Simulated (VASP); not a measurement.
Wanted: the native input for a VASP 6.6.1 run.

* Task: single point
* Functional: r2SCAN
* Potentials or basis: VASP PAW PBE potentials, release 64 (Au)
* Cutoff: 520 eV
* k mesh: 22 × 22 × 22
* Occupations: fermi-dirac, width 0.1 eV
* Spin: no spin polarisation
* Dipole correction: no
* Further INCAR settings: ALGO = Normal; EDIFF = 1e-06; NBANDS = 12

Crystal: Au.

```
CELL_PARAMETERS angstrom
0.00000 2.03366 2.03366
2.03366 0.00000 2.03366
2.03366 2.03366 0.00000
ATOMIC_POSITIONS crystal
Au 0.00000 0.00000 0.00000
```

This cell differs from its parent crystal: volume scaled by 0.96.

One way to write it, as run:

POSCAR

```
Au
1.0
    0.0000000000      2.0336627949      2.0336627949
    2.0336627949      0.0000000000      2.0336627949
    2.0336627949      2.0336627949      0.0000000000
Au
1
Direct
    0.0000000000      0.0000000000      0.0000000000
```

INCAR.step1

```
SYSTEM = Au
ALGO = Normal
EDIFF = 1E-4
ENCUT = 520
GGA = PE
ISMEAR = -1
LASPH = .TRUE.
LCHARG = .FALSE.
LREAL = .FALSE.
LWAVE = .TRUE.
NBANDS = 12
NELM = 60
PREC = Accurate
SIGMA = 0.1
```

INCAR.step2

```
SYSTEM = Au
ALGO = Normal
EDIFF = 1E-6
ENCUT = 520
ISIF = 2
ISMEAR = -1
ISTART = 1
LASPH = .TRUE.
LCHARG = .FALSE.
LMIXTAU = .TRUE.
LREAL = .FALSE.
LWAVE = .FALSE.
METAGGA = R2SCAN
NBANDS = 12
NELM = 60
PREC = Accurate
SIGMA = 0.1
```

KPOINTS

```
k-points
0
G
  22 22 22
  0 0 0
```

Potentials or basis: VASP PAW PBE potentials, release 64 (Au).

Launch:

```sh
$ cat potpaw_PBE.64/Au/POTCAR > POTCAR
$ cp INCAR.step1 INCAR
$ mpirun -np 1 vasp_std > vasp.out
$ cp INCAR.step2 INCAR
$ mpirun -np 1 vasp_std > vasp.out
```

It gave:

```
Pressure : 7.7 GPa
```

Caveat: the PAW data sets were made with another functional, which shifts forces and pressure a little.

Run time: 4.4 min on 1 thread of Intel Xeon 8259CL, with other jobs on the host, peak memory 0.2 GiB.
